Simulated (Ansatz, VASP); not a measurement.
Two plane-wave programs on LiH

```
CELL_PARAMETERS angstrom
0.00000 2.00299 2.00299
2.00299 0.00000 2.00299
2.00299 2.00299 0.00000
ATOMIC_POSITIONS crystal
Li 0.00000 0.00000 0.00000
H 0.50000 0.50000 0.50000
```

Alike in both runs: task single point; functional PBEsol; k mesh 8 × 8 × 8; no spin polarisation.

```csv
,VASP,Ansatz
version,VASP 6.6.1,Ansatz 0.2.0
potentials or method,"VASP PAW PBE potentials, release 64 (Li_sv, H)",plane waves
plane-wave cutoff (eV),750,420
occupations,"methfessel-paxton of order 1, width 0.05 eV","cold, width 0.05 eV"
valence electrons in the cell,4,4
```

Ansatz gave:

| Quantity | Value |
| --- | --- |
| gap on the k mesh at the Fermi level (eV) | 2.74 |
| pressure (GPa) | -0.7 |

Q: Which values does VASP return?

A: gap on the k mesh at the Fermi level (eV): 2.75; pressure (GPa): -0.8.

VASP's potentials were made for PBE, not for PBEsol.
